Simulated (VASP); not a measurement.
# Te (Im-3m) in VASP: further runs, part 2 of 2

VASP 6.6.1.

## 6. Single point, r2SCAN (28.52 Å³/atom)

Input file POSCAR:

```
Te
1.0
   -1.9246244325      1.9246244325      1.9246244325
    1.9246244325     -1.9246244325      1.9246244325
    1.9246244325      1.9246244325     -1.9246244325
Te
1
Direct
    0.0000000000      0.0000000000      0.0000000000
```

Input file INCAR.step1:

```
ALGO = Normal
EDIFF = 1E-4
ENCUT = 520
GGA = PE
ISMEAR = -1
LASPH = True
LCHARG = False
LREAL = False
LWAVE = True
NBANDS = 9
NELM = 80
PREC = Accurate
SIGMA = 0.1
```

Input file INCAR.step2:

```
ALGO = Normal
EDIFF = 1E-6
ENCUT = 520
ISIF = 2
ISMEAR = -1
ISTART = 1
LASPH = True
LCHARG = False
LMIXTAU = True
LREAL = False
LWAVE = False
METAGGA = R2SCAN
NBANDS = 9
NELM = 80
PREC = Accurate
SIGMA = 0.1
```

Input file KPOINTS:

```
k-points
0
Gamma
  13 13 13
```

Potentials or basis: VASP PAW PBE potentials, release 64 (Te).

Launch:

```sh
cat potpaw_PBE.64/Te/POTCAR > POTCAR
cp INCAR.step1 INCAR
mpirun -np 1 vasp_std > vasp.out
cp INCAR.step2 INCAR
mpirun -np 1 vasp_std > vasp.out
```

OUTCAR:

```text
EDIFF = 1E-6
   ENCUT = 520
   ISIF = 2
   ISMEAR = -1
   ISTART = 1
   LASPH = True
   LREAL = False
   METAGGA = R2SCAN
   NELM = 80
   PREC = Accurate

 ion  position               nearest neighbor table
   1  0.000  0.000  0.000-

  LATTYP: Found a body centered cubic cell.
 ALAT       =     3.8492488650

  Lattice vectors:

 A1 = (  -1.9246244325,   1.9246244325,   1.9246244325)
 A2 = (   1.9246244325,  -1.9246244325,   1.9246244325)
 A3 = (   1.9246244325,   1.9246244325,  -1.9246244325)

Analysis of symmetry for initial positions (statically):
=====================================================================
 Subroutine PRICEL returns:
 Original cell was already a primitive cell.

 Routine SETGRP: Setting up the symmetry group for a
 body centered cubic supercell.

 Subroutine GETGRP returns: Found 48 space group operations
 (whereof 48 operations were pure point group operations)
 out of a pool of 48 trial point group operations.

The static configuration has the point symmetry O_h .

Analysis of symmetry for dynamics (positions and initial velocities):
=====================================================================
 Subroutine PRICEL returns:
 Original cell was already a primitive cell.

 Routine SETGRP: Setting up the symmetry group for a
 body centered cubic supercell.

 Subroutine GETGRP returns: Found 48 space group operations
 (whereof 48 operations were pure point group operations)
 out of a pool of 48 trial point group operations.

The dynamic configuration has the point symmetry O_h .

 Subroutine INISYM returns: Found 48 space group operations
 (whereof 48 operations are pure point group operations),
 and found     1 'primitive' translations

----------------------------------------------------------------------------------------

                                     Primitive cell
[... 110 lines left out ...]
  volume/ion in A,a.u.               =      28.52       192.44
  Fermi-wavevector in a.u.,A,eV,Ry     =   0.973702  1.840029 12.899615  0.948095
  Thomas-Fermi vector in A             =   2.104102
   LORBIT       =      0    0 simple, 1 ext, 2 COOP (PROOUT), +10 PAW based schemes
   METAGGA = R2SCAN    functional components
   LHFCALC =     F    Hartree Fock is set to
   AEXX    =    0.0000 exact exchange contribution
   IVDW    =     0    specifies the selected vdW correction
   LEPSILON=     F    determine dielectric tensor
   LRPA    =     F    only Hartree local field effects (RPA)
 non-spin polarized calculation
  energy-cutoff  :      520.00
  volume of cell :       28.52
 maximum number of plane-waves:       778
 NGX is ok and might be reduce to    28
   NGX = 13   NGY = 13   NGZ = 13

 number of electron       6.0000000 magnetization

 Free energy of the ion-electron system (eV)
  ---------------------------------------------------
  ext. energy  EPLUGINS =         0.00000000
  ---------------------------------------------------
  free energy    TOTEN  =       -25.03889092 eV

  energy without entropy =      -25.01757971  energy(sigma->0) =      -25.02823532

 E-fermi :   7.7201     XC(G=0): -10.5378

 val. band max:        7.7047644816   @ k =   0.4615   0.0000   0.0000
 cond. band min:       7.7472772004   @ k =  -0.2308   0.3077   0.0769
 fundamental gap:      0.0425127188
 Fermi energy:         7.7201248796

 k-point     1 :       0.0000    0.0000    0.0000
  band No.  band energies     occupation
      1      -6.7315      2.00000
      2      10.8147      0.00000
      3      10.8147      0.00000
      4      10.8147      0.00000
      5      17.9719      0.00000
      6      17.9719      0.00000
      7      17.9719      0.00000
      8      18.7502      0.00000
      9      20.5590      0.00000
[... 265 lines left out ...]
 k-point    24 :       0.2308    0.0769    0.0769
  band No.  band energies     occupation
      1      -4.8343      2.00000
      2       4.3642      2.00000
      3       7.6700      1.24547
      4       9.0457      0.00000
      5      16.0263      0.00000
      6      16.2756      0.00000
      7      20.4290      0.00000
      8      20.7804      0.00000
      9      21.7591      0.00000

 [... further k-points ...]

------------------------ aborting loop because EDIFF is reached ----------------------------------------

  FORCE on cell =-STRESS in cart. coord.  units (eV):
  Direction    XX          YY          ZZ          XY          YZ          ZX
  --------------------------------------------------------------------------------------
  -------------------------------------------------------------------------------------
  Total        0.0054441      0.0054441      0.0054441     -0.0000000      0.0000000     -0.0000000
  in kB        0.3058696      0.3058696      0.3058696     -0.0000000      0.0000000     -0.0000000
  external PRESSURE =       0.3058696 kB  Pullay stress =       0.0000000 kB

 VOLUME and BASIS-vectors are now :
 -----------------------------------------------------------------------------
  energy-cutoff  :      520.00
  volume of cell :       28.52
      direct lattice vectors                 reciprocal lattice vectors
    -1.924624432  1.924624432  1.924624432     0.000000000  0.259790945  0.259790945
     1.924624432 -1.924624432  1.924624432     0.259790945  0.000000000  0.259790945
     1.924624432  1.924624432 -1.924624432     0.259790945  0.259790945  0.000000000

 POSITION                                       TOTAL-FORCE (eV/Angst)
 -----------------------------------------------------------------------------------
      0.00000      0.00000      0.00000         0.000000      0.000000     -0.000000
 -----------------------------------------------------------------------------------
    total drift:                               -0.000000      0.000000      0.000000

  FREE ENERGIE OF THE ION-ELECTRON SYSTEM (eV)
  ---------------------------------------------------
  free  energy   TOTEN  =       -25.0388909247 eV

  energy  without entropy=      -25.0175797060  energy(sigma->0) =      -25.02823532
```

Wall time 38 s (1 thread of Intel Xeon 6975P-C (Granite Rapids), shared host); peak memory 0.17 GiB.

Results:

- Free energy: -25.0389 eV
- Pressure: 0.0 GPa
- Band gap on the k mesh: zero (bands 3 and 4 overlap by 6.22 eV)

Levels at points of the mesh, in eV from the Fermi level:
```tsv
k point	band 1	band 2	band 3	band 4	band 5	band 6	band 7	band 8
(0.00, 0.00, 0.00)	-14.45	3.09	3.09	3.09	10.25	10.25	10.25	11.03
```

Caveat: the PAW data sets were made with another functional, which shifts forces and pressure a little; spin-orbit coupling is left out, which moves the levels of the heavy elements.

## 7. Overview

```tsv
cell	k mesh	gap on the mesh (eV)	pressure (GPa)
a = 3.334 Å, angles 109.5°, 1 atom	11 × 11 × 11	none	0.0
a = 3.194 Å, angles 109.5°, 1 atom	13 × 13 × 13	none	10.1
a = 3.242 Å, angles 109.5°, 1 atom	13 × 13 × 13	none	6.0
a = 3.288 Å, angles 109.5°, 1 atom	13 × 13 × 13	none	2.7
a = 3.334 Å, angles 109.5°, 1 atom	13 × 13 × 13	none	0.0
```

Alike in all rows: task single point; level r2SCAN; potentials or basis VASP PAW PBE potentials, release 64 (Te); no spin polarisation; cutoff (eV) 520; smearing fermi-dirac 0.1 eV.

Caveats: the PAW data sets were made with another functional, which shifts forces and pressure a little; spin-orbit coupling is left out, which moves the levels of the heavy elements; the cell stands under pressure (at least some runs).

Absolute energies hang on the potentials; compare differences alone.
